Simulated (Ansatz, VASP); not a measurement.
## C in VASP and in Ansatz

INCAR

```
SYSTEM = C
PREC = Accurate
ENCUT = 520
EDIFF = 1E-6
ISMEAR = 0
SIGMA = 0.05
LREAL = .FALSE.
LASPH = .TRUE.
NELM = 100
ALGO = Normal
ISIF = 2
LWAVE = .FALSE.
LCHARG = .FALSE.
GGA = PE
NBANDS = 11
```

File KPOINTS:

```
regular mesh
0
G
  12 12 12
  0 0 0
```

The input POSCAR:

```
C
1.0
    0.0000000000      1.7430263746      1.9195949464
    1.7430263746      0.0000000000      1.9195949464
    1.7430263746      1.7430263746      0.0000000000
C
2
Direct
    0.5000000000      0.5000000000      0.5000000000
    0.7500000000      0.7500000000      0.7500000000
```

Input for Ansatz:

```yaml
crystal:
  lattice:
    - [0.0, 1.7430263746, 1.9195949464]
    - [1.7430263746, 0.0, 1.9195949464]
    - [1.7430263746, 1.7430263746, 0.0]
  atoms:
    - { symbol: C, position: [0.5, 0.5, 0.5] }
    - { symbol: C, position: [0.75, 0.75, 0.75] }
basis:
  ecutwfc: 520.0
kpoints:
  mp_grid: { grid: [12, 12, 12] }
hamiltonian:
  xc: pbe
  pseudopotentials: { kind: paw, azcp: { folder: soft_1 } }
scf:
  occupations: { method: gaussian, width: 0.05 }
output:
  forces: true
  stress: true
  eigenvalues: true
```

Alike in both runs: task single point; functional PBE; k mesh 12 × 12 × 12; occupations gaussian, width 0.05 eV; no spin polarisation.

```csv
,VASP,Ansatz
version,VASP 6.6.1,Ansatz 0.2.0
potentials or method,"VASP PAW PBE potentials, release 64 (C), cutoff 520 eV","scalar-relativistic, plane waves, PAW"
valence electrons in the cell,8,8
```

Ansatz gave:

```
gap on the k mesh at the Fermi level (eV)                     : 2.91
least direct gap on the mesh (eV)                             : 4.68
pressure (GPa)                                                : -9.4
traceless stress, the component that is largest in VASP (GPa) : -63.52
```

**Question.** What did VASP give for the same quantities?

**Answer.** gap on the k mesh at the Fermi level (eV): 2.90; least direct gap on the mesh (eV): 4.68; pressure (GPa): -8.9; traceless stress, the component that is largest in VASP (GPa): -63.53.
